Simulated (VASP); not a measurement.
## CdSe: single point with r2SCAN

The system is CdSe.

```
Cd Se
1.0
     0.00000    3.07027    3.07027
     3.07027    0.00000    3.07027
     3.07027    3.07027    0.00000
Cd Se
1 1
Direct
  0.00000 0.00000 0.00000
  0.25000 0.25000 0.25000
```

```yaml
Program: VASP 6.6.1
Task: single point
Functional: r2SCAN
Potentials_or_basis: VASP PAW PBE potentials, release 64 (Cd, Se)
Cutoff: 520 eV
k_mesh: 8 × 8 × 8
Occupations: fermi-dirac, width 0.05 eV
Spin: no spin polarisation
```

The pressure is 0.1 GPa and the band gap on the k mesh is 1.02 eV, direct.

Levels at points of the mesh, in eV from the valence-band top:
| k point | band 6 | band 7 | band 8 | band 9 | band 10 | band 11 | band 12 | band 13 |
| --- | --- | --- | --- | --- | --- | --- | --- | --- |
| (0.00, 0.00, 0.00) | -7.71 | 0.00 | 0.00 | 0.00 | 1.02 | 6.47 | 6.47 | 6.47 |
| (0.50, 0.00, 0.00) | -7.42 | -4.26 | -0.72 | -0.72 | 2.82 | 6.92 | 6.92 | 7.73 |
| (0.50, 0.50, 0.00) | -7.36 | -3.95 | -1.79 | -1.79 | 3.51 | 4.13 | 9.55 | 10.79 |

It took 83 s on 1 thread of AMD EPYC 7R43 64-Core Processor (Zen 3) (shared host), peak memory 0.16 GiB.

Caveat: the PAW data sets were made with another functional, which shifts forces and pressure a little. r2SCAN opens gaps a little over a GGA but as a rule still falls short of measured ones.
